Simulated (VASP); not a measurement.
Crystal: InReS4.

```
CELL_PARAMETERS angstrom
5.96959 0.00000 0.00000
-2.98480 5.16982 0.00000
0.00000 0.00000 4.52371
ATOMIC_POSITIONS crystal
In 0.00000 0.00000 0.00000
Re 0.66667 0.33333 0.00000
S 0.33333 0.66667 0.00000
S 0.66417 0.83209 0.50000
S 0.16791 0.83209 0.50000
S 0.16791 0.33583 0.50000
```

The cell was generated, and may not be a known phase.

```yaml
Program: VASP 6.6.1
Task: relaxation of cell and atoms
Functional: PBE
Potentials_or_basis: VASP PAW PBE potentials, release 64 (In_d, Re, S)
Cutoff: 600 eV
k_mesh: 3 × 3 × 4
Occupations: gaussian, width 0.1 eV
Spin: collinear spin
Starting_moments: "[0.0, 1.0, 0.0, 0.0, 0.0, 0.0] μB"
```

At the start: pressure -5.3 GPa; volume 23.27 Å³/atom.

**Question.** How do energy, volume and symmetry change on relaxing?

**Answer.** Over 24 steps the energy falls by 272.9 meV/atom and the volume is 22.31 Å³/atom (-4.1 %); space group P-6m2 (No. 187, to 0.1 Å) before and after; moment 4.93 μB per cell.

The path:
```csv
step,energy change (eV),largest force (eV/Å),pressure (GPa),volume (Å³)
1,0.0000,0.2594,-5.34,139.61
2,-0.3289,0.3852,-0.61,124.51
3,-0.3339,0.3993,0.19,122.70
4,-0.3543,0.2048,0.23,122.58
5,-0.3631,0.0391,0.32,122.44
6,-0.3732,0.0712,0.10,123.29
7,-0.4037,0.1855,-0.39,125.80
8,-0.4886,0.4177,-0.98,130.54
9,-0.7959,1.0930,-2.38,138.77
10,-0.8257,1.7813,0.41,149.08
11,-0.8472,1.5651,-0.13,148.43
12,-1.0873,1.5487,-2.62,144.49
13,-1.0713,1.5544,-2.66,143.89
14,-1.1629,1.4880,-2.47,142.65
15,-1.3893,1.1777,-1.47,138.97
16,-1.5294,0.4567,1.88,131.69
17,-1.5378,0.5781,1.18,132.98
18,-1.5740,0.4350,0.74,133.69
19,-1.6262,0.0831,-0.46,135.82
20,-1.6280,0.0206,-0.68,136.25
21,-1.6341,0.0011,-0.33,135.14
22,-1.6369,0.0301,0.11,133.82
23,-1.6370,0.0331,0.14,133.71
24,-1.6376,0.0189,0.02,133.86
```

Final structure:
```
In Re S
1.0
     6.82973    0.00000    0.00000
    -3.41487    5.91472    0.00000
     0.00000    0.00000    3.31359
In Re S
1 1 4
Direct
  0.00000 0.00000 0.00000
  0.66667 0.33333 0.00000
  0.33333 0.66667 0.00000
  0.65458 0.82729 0.50000
  0.17271 0.82729 0.50000
  0.17271 0.34542 0.50000
```

Caveat: the k points lie up to 0.47 Å⁻¹ apart in the final cell; a cell axis changed by over 15 % at a fixed basis, so the end point is rough.
